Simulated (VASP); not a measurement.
# SiP7 (R3m) in VASP: notebook

The runs below take SiP7 through single point, with PBE.

All numbers are computed with VASP 6.6.1; they aren't measurements. Logs are shortened: lines on timing, memory, paths and dates and some standing lists are left out, and cuts for length are marked.

### Step 1. The cell of the first run

Symmetry: R3m, No. 160, trigonal system. The conventional cell has a = 6.926 Å, b = 6.926 Å, c = 9.579 Å, α = 90.00°, β = 90.00°, γ = 120.00°. Within 3.1 Å of Si (site symmetry 3m) lie 6 P at 2.37 to 2.78 Å. P (site symmetry m) has 6 P at 2.27 to 2.90 Å within 3.0 Å. Within 3.1 Å of P (site symmetry 3m) lie 6 P at 2.32 to 2.84 Å. P (site symmetry m) has 4 P at 2.27 to 2.90 Å and 2 Si at 2.37 to 2.78 Å within 3.0 Å.

### Step 2. Single point, PBE

File INCAR:

```
SYSTEM = SiP7
ALGO     = Normal         ! electronic algorithm
EDIFF    = 1E-6           ! SCF threshold, eV
ENCUT    = 520            ! plane-wave cutoff, eV
GGA      = PE             ! functional
ISIF     = 2              ! what is computed and relaxed
ISMEAR   = 0              ! smearing method
LASPH    = .True.         ! aspherical terms in the spheres
LCHARG   = .False.        ! write CHGCAR
LREAL    = .False.        ! projectors in reciprocal space
LWAVE    = .False.        ! write WAVECAR
NBANDS   = 30             ! bands
NELM     = 100            ! most SCF steps
PREC     = Accurate       ! precision mode
SIGMA    = 0.2            ! smearing width, eV
```

File KPOINTS:

```
k-points
0
Gamma
  6 6 6
  0 0 0
```

File POSCAR:

```
SiP7
1.0
    3.4631987610      1.9994787369      3.1931516725
   -3.4631987610      1.9994787369      3.1931516725
    0.0000000000     -3.9989574738      3.1931516726
Si P
1 7
Direct
    0.0166076828      0.0166076828      0.0166076828
    0.5036277271      0.0077450475      0.5036277271
    0.5510783724      0.5510783724      0.5510783724
    0.0077450475      0.5036277271      0.5036277271
    0.5036277271      0.5036277271      0.0077450475
    0.0570403689      0.5502327052      0.0570403689
    0.5502327052      0.0570403689      0.0570403689
    0.0570403689      0.0570403689      0.5502327052
```

Potentials or basis: VASP PAW PBE potentials, release 64 (Si, P).

Started as:

```bash
> cat potpaw_PBE.64/Si/POTCAR potpaw_PBE.64/P/POTCAR > POTCAR
> mpirun -np 1 vasp_std > vasp.out
```

OUTCAR:

```text
SYSTEM = SiP7
   EDIFF = 1E-6
   ENCUT = 520
   GGA = PE
   ISIF = 2
   ISMEAR = 0
   LASPH = .True.
   LREAL = .False.
   NELM = 100
   PREC = Accurate

 ion  position               nearest neighbor table
   1  0.017  0.017  0.017-   6 2.37   7 2.37   8 2.37   6 2.78   7 2.78   8 2.78
   2  0.504  0.008  0.504-   8 2.27   7 2.27   3 2.32   3 2.84   8 2.90   7 2.90
   3  0.551  0.551  0.551-   2 2.32   4 2.32   5 2.32   2 2.84   4 2.84   5 2.84
   4  0.008  0.504  0.504-   8 2.27   6 2.27   3 2.32   3 2.84   8 2.90   6 2.90
   5  0.504  0.504  0.008-   6 2.27   7 2.27   3 2.32   3 2.84   6 2.90   7 2.90
   6  0.057  0.550  0.057-   5 2.27   4 2.27   1 2.37   1 2.78   5 2.90   4 2.90
   7  0.550  0.057  0.057-   5 2.27   2 2.27   1 2.37   1 2.78   5 2.90   2 2.90
   8  0.057  0.057  0.550-   2 2.27   4 2.27   1 2.37   1 2.78   4 2.90   2 2.90

  LATTYP: Found a trigonal (rhomboedric) cell.
 ALAT       =     5.1174093525
 COS(alpha) =     0.0840231165

  Lattice vectors:

 A1 = (   3.4631987610,   1.9994787369,   3.1931516725)
 A2 = (  -3.4631987610,   1.9994787369,   3.1931516725)
 A3 = (   0.0000000000,  -3.9989574738,   3.1931516726)

Analysis of symmetry for initial positions (statically):
=====================================================================
 Subroutine PRICEL returns:
 Original cell was already a primitive cell.

 Routine SETGRP: Setting up the symmetry group for a
 trigonal (rhombohedral) supercell.

 Subroutine GETGRP returns: Found  6 space group operations
 (whereof  6 operations were pure point group operations)
 out of a pool of 12 trial point group operations.

The static configuration has the point symmetry C_3v.

Analysis of symmetry for dynamics (positions and initial velocities):
=====================================================================
 Subroutine PRICEL returns:
 Original cell was already a primitive cell.

 Routine SETGRP: Setting up the symmetry group for a
 trigonal (rhombohedral) supercell.

 Subroutine GETGRP returns: Found  6 space group operations
 (whereof  6 operations were pure point group operations)
 out of a pool of 12 trial point group operations.

The dynamic configuration has the point symmetry C_3v.

 Subroutine INISYM returns: Found  6 space group operations
 (whereof  6 operations are pure point group operations),
 and found     1 'primitive' translations

----------------------------------------------------------------------------------------

                                     Primitive cell

  volume of cell :     132.6676

  direct lattice vectors                    reciprocal lattice vectors
     3.463198761  1.999478737  3.193151672     0.144375196  0.083355058  0.104390072
    -3.463198761  1.999478737  3.193151672    -0.144375196  0.083355058  0.104390072
     0.000000000 -3.998957474  3.193151673     0.000000000 -0.166710117  0.104390072

  length of vectors
     5.117409353  5.117409353  5.117409353     0.196696594  0.196696594  0.196696594

  position of ions in fractional coordinates (direct lattice)
     0.016607683  0.016607683  0.016607683
     0.503627727  0.007745048  0.503627727
     0.551078372  0.551078372  0.551078372
     0.007745048  0.503627727  0.503627727
     0.503627727  0.503627727  0.007745048
     0.057040369  0.550232705  0.057040369
     0.550232705  0.057040369  0.057040369
     0.057040369  0.057040369  0.550232705

  ion indices of the primitive-cell ions
   primitive index   ion index
                 1           1
                 2           2
                 3           3
                 4           4
                 5           5
                 6           6
                 7           7
                 8           8

----------------------------------------------------------------------------------------

 KPOINTS: k-points

Automatic generation of k-mesh.
 Grid dimensions read from file:
 generate k-points for:    6    6    6

 Generating k-lattice:

  Cartesian coordinates                     Fractional coordinates (reciprocal lattice)
     0.024062533  0.013892510  0.017398345     0.166666667 -0.000000000 -0.000000000
    -0.024062533  0.013892510  0.017398345    -0.000000000  0.166666667 -0.000000000
     0.000000000 -0.027785019  0.017398345     0.000000000  0.000000000  0.166666667

  Length of vectors
     0.032782766  0.032782766  0.032782766

  Shift w.r.t. Gamma in fractional coordinates (k-lattice)
     0.000000000  0.000000000  0.000000000

 Subroutine IBZKPT returns following result:
 ===========================================

 Found     32 irreducible k-points:

 Following reciprocal coordinates:
            Coordinates               Weight
  0.000000  0.000000  0.000000      1.000000
  0.166667 -0.000000  0.000000      6.000000
  0.333333 -0.000000  0.000000      6.000000
  0.500000 -0.000000  0.000000      3.000000
  0.166667  0.166667  0.000000      6.000000
  0.333333  0.166667  0.000000     12.000000
[... 16 lines left out ...]
  0.500000  0.500000  0.166667      6.000000
 -0.333333  0.500000  0.166667     12.000000
 [... further k-points ...]
   k-points           NKPTS =     32   k-points in BZ     NKDIM =     32   number of bands    NBANDS=     30
   number of dos      NEDOS =    301   number of ions     NIONS =      8
   total plane-waves  NPLWV =  64000
   dimension x,y,z NGX =    40 NGY =   40 NGZ =   40
   dimension x,y,z NGXF=    80 NGYF=   80 NGZF=   80
   ions per type =               1   7
   NGX,Y,Z   is equivalent  to a cutoff of  12.99, 12.99, 12.99 a.u.
   NGXF,Y,Z  is equivalent  to a cutoff of  25.99, 25.99, 25.99 a.u.
 SYSTEM =  SiP7
   PREC   = accura    normal or accurate (medium, high low for compatibility)
   ISTART =      0    job   : 0-new  1-cont  2-samecut
   ICHARG =      2    charge: 1-file 2-atom 10-const
   ISPIN  =      1    spin polarized calculation?
   LNONCOLLINEAR =      F non collinear calculations
   LSORBIT =      F    spin-orbit coupling
   LASPH  =      T    aspherical Exc in radial PAW
   ENCUT  =  520.0 eV  38.22 Ry    6.18 a.u.   9.51  9.51  9.51*2*pi/ulx,y,z
   NELM   =    100;   NELMIN=  2; NELMDL= -5     # of ELM steps
   EDIFF  = 0.1E-05   stopping-criterion for ELM
   LREAL  =      F    real-space projection
   EDIFFG = 0.1E-04   stopping-criterion for IOM
   NSW    =      0    number of steps for IOM
   IBRION =     -1    ionic relax: 0-MD 1-quasi-New 2-CG
   NFREE  =      0    steps in history (QN), initial steepest desc. (CG)
   ISIF   =      2    stress and relaxation
   ISYM   =      2    0-nonsym 1-usesym 2-fastsym
   POTIM  = 0.5000    time-step for ionic-motion
   TEBEG  =    0.0;   TEEND  =   0.0 temperature during run
   PSTRESS=    0.0 pullay stress
   NELECT =      39.0000    total number of electrons
   NUPDOWN=      -1.0000    fix difference up-down
   EMIN   =  10.00;   EMAX   =-10.00  energy-range for DOS
   EFERMI =   0.00;   METHOD = LEGACY
   ISMEAR =     0;   SIGMA  =   0.20  broadening in eV -4-tet -1-fermi 0-gaus
   EFERMI_NEDOS =   21; number of points for ismear=-14 and -15
   IALGO  =     38    algorithm
   IMIX   =      4    mixing-type and parameters
     AMIX     =   0.40;   BMIX     =  1.00
     AMIX_MAG =   1.60;   BMIX_MAG =  1.00
  volume/ion in A,a.u.               =      16.58       111.91
  Fermi-wavevector in a.u.,A,eV,Ry     =   1.088532  2.057028 16.121581  1.184903
  Thomas-Fermi vector in A             =   2.224716
   LORBIT       =      0    0 simple, 1 ext, 2 COOP (PROOUT), +10 PAW based schemes
   GGA     = PE    functional components
   LHFCALC =     F    Hartree Fock is set to
   AEXX    =    0.0000 exact exchange contribution
   IVDW    =     0    specifies the selected vdW correction
   LEPSILON=     F    determine dielectric tensor
   LRPA    =     F    only Hartree local field effects (RPA)
 non-spin polarized calculation
 Gauss-broadening in eV      SIGMA  =   0.20
  energy-cutoff  :      520.00
  volume of cell :      132.67
 maximum number of plane-waves:      3590
 NGX is ok and might be reduce to    40
   NGX = 19   NGY = 19   NGZ = 19

 number of electron      39.0000001 magnetization

 Free energy of the ion-electron system (eV)
  ---------------------------------------------------
  ext. energy  EPLUGINS =         0.00000000
  ---------------------------------------------------
  free energy    TOTEN  =       -42.79705311 eV

  energy without entropy =      -42.76003194  energy(sigma->0) =      -42.77854252

 E-fermi :   8.2684     XC(G=0): -10.6020

 val. band max:        8.2299577032   @ k =   0.5000   0.5000   0.5000
 cond. band min:       8.3440952494   @ k =  -0.3333   0.3333   0.3333
 fundamental gap:      0.1141375462
 Fermi energy:         8.2684294277

 k-point     1 :       0.0000    0.0000    0.0000
  band No.  band energies     occupation
      1      -7.5069      2.00000
      2      -4.1449      2.00000
      3      -4.1449      2.00000
      4      -3.2655      2.00000
      5      -1.2288      2.00000
      6      -1.2288      2.00000
[... 22 lines left out ...]
     29      14.5947      0.00000
     30      15.1495      0.00000

 k-point     2 :       0.1667   -0.0000    0.0000
  band No.  band energies     occupation
      1      -7.3745      2.00000
      2      -4.5551      2.00000
      3      -4.0668      2.00000
      4      -3.2977      2.00000
      5      -1.3215      2.00000
      6      -1.0058      2.00000
[... 22 lines left out ...]
     29      13.9798      0.00000
     30      14.5000      0.00000

 k-point     3 :       0.3333   -0.0000    0.0000
  band No.  band energies     occupation
      1      -6.9898      2.00000
      2      -5.4132      2.00000
      3      -3.8819      2.00000
      4      -3.1731      2.00000
      5      -1.5905      2.00000
      6      -1.0133      2.00000
[... 682 lines left out ...]
     29      12.0950      0.00000
     30      12.1519      0.00000

 k-point    24 :      -0.3333    0.5000    0.1667
  band No.  band energies     occupation
      1      -5.8647      2.00000
      2      -5.5632      2.00000
      3      -4.9196      2.00000
      4      -3.5999      2.00000
      5      -2.1420      2.00000
      6      -1.2686      2.00000
[... 22 lines left out ...]
     29      12.2406      0.00000
     30      12.9836      0.00000

 [... further k-points ...]
[... 5 lines left out ...]
  --------------------------------------------------------------------------------------
  -------------------------------------------------------------------------------------
  Total       -0.1813943     -0.1813943     -0.2899424      0.0000000      0.0000000      0.0000000
  in kB       -2.1906306     -2.1906306     -3.5015261      0.0000000      0.0000000      0.0000000
  external PRESSURE =      -2.6275958 kB  Pullay stress =       0.0000000 kB

 VOLUME and BASIS-vectors are now :
 -----------------------------------------------------------------------------
  energy-cutoff  :      520.00
  volume of cell :      132.67
      direct lattice vectors                 reciprocal lattice vectors
     3.463198761  1.999478737  3.193151672     0.144375196  0.083355058  0.104390072
    -3.463198761  1.999478737  3.193151672    -0.144375196  0.083355058  0.104390072
     0.000000000 -3.998957474  3.193151673     0.000000000 -0.166710117  0.104390072

 POSITION                                       TOTAL-FORCE (eV/Angst)
 -----------------------------------------------------------------------------------
      0.00000      0.00000      0.15909        -0.000000      0.000000     -0.014643
      1.71734     -0.99151      3.24105        -0.000475      0.000274     -0.049163
      0.00000      0.00000      5.27903        -0.000000      0.000000      0.050638
     -1.71734     -0.99151      3.24105         0.000475      0.000274     -0.049163
      0.00000      1.98301      3.24105        -0.000000     -0.000548     -0.049163
     -1.70802      0.98613      2.12125         0.019376     -0.011187      0.037165
      1.70802      0.98613      2.12125        -0.019376     -0.011187      0.037165
      0.00000     -1.97226      2.12125        -0.000000      0.022373      0.037165
 -----------------------------------------------------------------------------------
    total drift:                               -0.000000     -0.000000     -0.000190

  FREE ENERGIE OF THE ION-ELECTRON SYSTEM (eV)
  ---------------------------------------------------
  free  energy   TOTEN  =       -42.7970531112 eV

  energy  without entropy=      -42.7600319362  energy(sigma->0) =      -42.77854252
```

Run time: 70 s. Hardware: 1 thread of AMD EPYC 9R45 (Zen 5), shared host; peak memory 0.25 GiB.

Results:

```yaml
Free_energy: -42.7971 eV
Pressure: -0.3 GPa
Largest_force: 0.051 eV/Å
```

Forces on the atoms (eV/Å):
```
Si   0.000  0.000 -0.015
P    0.000  0.000 -0.049
P    0.000  0.000  0.051
P    0.000  0.000 -0.049
P    0.000 -0.001 -0.049
P    0.019 -0.011  0.037
P   -0.019 -0.011  0.037
P    0.000  0.022  0.037
```

### Step 3. Single point, PBE (volume scaled by 0.88, then relaxed in part)

File INCAR:

```
ALGO = Normal ; EDIFF = 1E-7
ENCUT = 520 ; GGA = PE
ISIF = 2 ; ISMEAR = 0
LASPH = True ; LCHARG = True
LELF = True ; LREAL = False
LVHAR = True ; LWAVE = False
NBANDS = 30 ; NELM = 60
PREC = Accurate ; SIGMA = 0.1
```

File KPOINTS:

```
k-points
0
Gamma
  6 6 6
```

File POSCAR:

```
SiP7
1.0
    3.4256312907      1.9777891478      2.8719430313
   -3.4256312907      1.9777891478      2.8719430313
    0.0000000000     -3.9555782956      2.8719430313
Si P
1 7
Direct
    0.0205935729      0.0205935729      0.0205935729
    0.5146468339      0.0173956346      0.5146468339
    0.5463238752      0.5463238752      0.5463238752
    0.0173956346      0.5146468339      0.5146468339
    0.5146468339      0.5146468339      0.0173956346
    0.0475655051      0.5382622393      0.0475655051
    0.5382622393      0.0475655051      0.0475655051
    0.0475655051      0.0475655051      0.5382622393
```

Potentials or basis: VASP PAW PBE potentials, release 64 (Si, P).

Started as:

```bash
> cat potpaw_PBE.64/Si/POTCAR potpaw_PBE.64/P/POTCAR > POTCAR
> mpirun -np 1 vasp_std > vasp.out
```

Wall time 58 s (1 thread of AMD EPYC 9R45 (Zen 5), shared host); peak memory 0.21 GiB.

It converged, with:

| Property | Result |
| --- | --- |
| Free energy | -42.5326 eV |
| Pressure | 5.7 GPa |
| Largest force | 0.042 eV/Å |

Forces in eV/Å, atoms in the order of the input:
```
Si   0.000  0.000 -0.011
P   -0.003  0.002 -0.042
P    0.000  0.000  0.039
P    0.003  0.002 -0.042
P    0.000 -0.003 -0.042
P    0.015 -0.009  0.033
P   -0.015 -0.009  0.033
P    0.000  0.017  0.033
```

Stress tensor (GPa, compression positive):
```
5.62 0.00 0.00
0.00 5.62 0.00
0.00 0.00 5.72
```

Levels at points of the mesh, in eV from the Fermi level:
```
           k point  band 17  band 18  band 19  band 20  band 21  band 22
(0.00, 0.00, 0.00)    -2.08    -2.07    -2.07    -0.75     0.52     0.54
(0.50, 0.00, 0.00)    -2.74    -2.50    -0.51     0.41     1.31     1.61
(0.50, 0.50, 0.00)    -1.56    -1.36    -0.73    -0.55     0.84     0.92
(0.50, 0.50, 0.50)    -0.73    -0.73    -0.40    -0.40    -0.07    -0.07
```

(Continued in part 2 of 2.)
